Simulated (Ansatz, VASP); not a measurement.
# One calculation of K3TaO3, two programs

```
CELL_PARAMETERS angstrom
4.66500 -5.64500 0.00000
4.66500 5.64500 0.00000
0.00000 0.00000 5.52000
ATOMIC_POSITIONS crystal
K 0.38300 0.61700 0.75000
K 0.91600 0.66400 0.75000
K 0.33600 0.08400 0.75000
K 0.61700 0.38300 0.25000
K 0.66400 0.91600 0.25000
K 0.08400 0.33600 0.25000
Ta 0.79000 0.21000 0.75000
Ta 0.21000 0.79000 0.25000
O 0.05700 0.30500 0.75000
O 0.69500 0.94300 0.75000
O 0.61700 0.38300 0.75000
O 0.30500 0.05700 0.25000
O 0.94300 0.69500 0.25000
O 0.38300 0.61700 0.25000
```

Alike in both runs: task relaxation of cell and atoms; functional PBE; k mesh 2 × 2 × 2; occupations gaussian, width 0.15 eV; no spin polarisation.

|  | VASP | Ansatz |
| --- | --- | --- |
| version | VASP 6.6.1 | Ansatz 0.2.0 |
| potentials or method | VASP PAW PBE potentials, release 64 (K_sv, Ta_pv, O), cutoff 600 eV | scalar-relativistic, plane waves, PAW |
| valence electrons in the cell | 112 | 116 |

|  | VASP | Ansatz | Ansatz less VASP |
| --- | --- | --- | --- |
| gap on the k mesh at the Fermi level, each at its own relaxed structure (eV) | 1.84 | 1.85 | +0.004 |
| relaxed volume (Å³/atom) | 23.21 | 22.74 | -0.467 |
| relaxed cell length with the largest relative difference (Å) | 5.996 | 5.913 | -0.0836 |

VASP's potentials hold 112 valence electrons a cell and Ansatz's 116, so a difference there can come from the potentials and not from the codes.

The k mesh is coarse, so the values compare programs but aren't converged. Neither program's run includes spin-orbit coupling.
